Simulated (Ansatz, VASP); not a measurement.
# BiTe in VASP and in Ansatz

```xyz
2
Lattice="0.0000 3.3321 3.2835 3.3321 0.0000 3.2835 3.3321 3.3321 0.0000" Properties=species:S:1:pos:R:3 pbc="T T T"
Bi    0.0000    0.0000    0.0000
Te    3.3321    3.3321    3.2835
```

Change from the starting cell: strain +0.030 along x and y, +0.015 along z, atoms carried along.

Alike in both runs: task single point; functional PBEsol; k mesh 14 × 14 × 14; occupations gaussian, width 0.15 eV; no spin polarisation.

|  | VASP | Ansatz |
| --- | --- | --- |
| version | VASP 6.6.1 | Ansatz 0.2.0 |
| potentials or method | VASP PAW PBE potentials, release 64 (Bi_d, Te), cutoff 520 eV | scalar-relativistic, plane waves, PAW |
| valence electrons in the cell | 21 | 31 |

|  | VASP | Ansatz | Ansatz less VASP |
| --- | --- | --- | --- |
| gap on the k mesh at the Fermi level (eV) | none | none | - |
| pressure (GPa) | -4.6 | -4.5 | +0.04 |
| traceless stress, the component that is largest in VASP (GPa) | 0.57 | 0.57 | 0.000 |

VASP's potentials were made for PBE, not for PBEsol. A gap of «none» marks a metal or a gap that the smearing closes. VASP's potentials hold 21 valence electrons a cell and Ansatz's 31, so a difference there can come from the potentials and not from the codes.

Spin-orbit coupling is off throughout.
